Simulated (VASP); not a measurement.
Crystal: LiF.

```xyz
2
Lattice="2.6952 0.0000 0.0000 0.0000 2.6952 0.0000 0.0000 0.0000 4.4635" Properties=species:S:1:pos:R:3 pbc="T T T"
Li    0.0000    0.0000    0.0000
F     1.3476    1.3476    0.0000
```

The cell was built from a structure type or drawn by symmetry, and may not be a known phase.

- Program: VASP 6.6.1
- Task: relaxation of cell and atoms
- Functional: PBE
- Potentials or basis: VASP PAW PBE potentials, release 64 (Li_sv, F)
- Cutoff: 600 eV
- k mesh: 8 × 8 × 6
- Occupations: gaussian, width 0.02 eV
- Spin: no spin polarisation

At the start: pressure -0.2 GPa; volume 16.21 Å³/atom.

Question: How do energy, volume and symmetry change on relaxing?

Answer: Over 12 steps the energy falls by 3.1 meV/atom and the volume is 14.07 Å³/atom (-13.2 %); space group P4/mmm (No. 123, to 0.1 Å) before and after.

The path:
| step | energy change (eV) | largest force (eV/Å) | pressure (GPa) | volume (Å³) |
| --- | --- | --- | --- | --- |
| 1 | 0.0000 | 0.0000 | -0.25 | 32.42 |
| 2 | -0.0002 | 0.0000 | -0.16 | 32.30 |
| 3 | -0.0003 | 0.0000 | 0.08 | 32.00 |
| 4 | -0.0004 | 0.0000 | 0.12 | 31.95 |
| 5 | -0.0006 | 0.0000 | 0.15 | 31.77 |
| 6 | -0.0011 | 0.0000 | 0.22 | 31.43 |
| 7 | -0.0020 | 0.0000 | 0.38 | 30.74 |
| 8 | -0.0033 | 0.0000 | 0.74 | 29.38 |
| 9 | -0.0035 | 0.0000 | 0.70 | 29.33 |
| 10 | -0.0043 | 0.0000 | 0.60 | 29.16 |
| 11 | -0.0054 | 0.0000 | 0.40 | 28.83 |
| 12 | -0.0063 | 0.0000 | 0.01 | 28.14 |

Final structure:
```
Li F
1.0
     2.68802    0.00000    0.00000
     0.00000    2.68802    0.00000
     0.00000    0.00000    3.89524
Li F
1 1
Cartesian
  2.6880 2.6880 0.0000
  1.3440 1.3440 3.8952
```

Caveat: the cutoff is under 1.25 times the usual one of these potentials, so pressure, stress and relaxed cells hold a basis-set (Pulay) error.
